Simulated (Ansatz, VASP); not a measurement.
WC in VASP and in Ansatz

```xyz
2
Lattice="2.9065 0.0000 0.0000 -1.4532 2.5171 0.0000 0.0000 0.0000 2.8366" Properties=species:S:1:pos:R:3 pbc="T T T"
W     0.0000    0.0000    0.0000
C     1.4533    0.8390    1.4183
```

Alike in both runs: task single point; functional PBE; k mesh 10 × 10 × 9; occupations gaussian, width 0.012 eV; no spin polarisation.

|  | VASP | Ansatz |
| --- | --- | --- |
| version | VASP 6.6.1 | Ansatz 0.2.0 |
| potentials or method | VASP PAW PBE potentials, release 64 (W_sv, C), cutoff 520 eV | all-electron LAPW, scalar-relativistic |

|  | VASP | Ansatz | Ansatz less VASP |
| --- | --- | --- | --- |
| gap on the k mesh at the Fermi level (eV) | none | none | - |
| pressure (GPa) | 6.7 | 5.7 | -0.98 |
| traceless stress, the component that is largest in VASP (GPa) | -0.44 | -0.60 | -0.159 |

A gap of «none» marks a metal or a gap that the smearing closes. Ansatz ran all-electron here, and VASP with PAW potentials.

Spin-orbit coupling is off throughout.
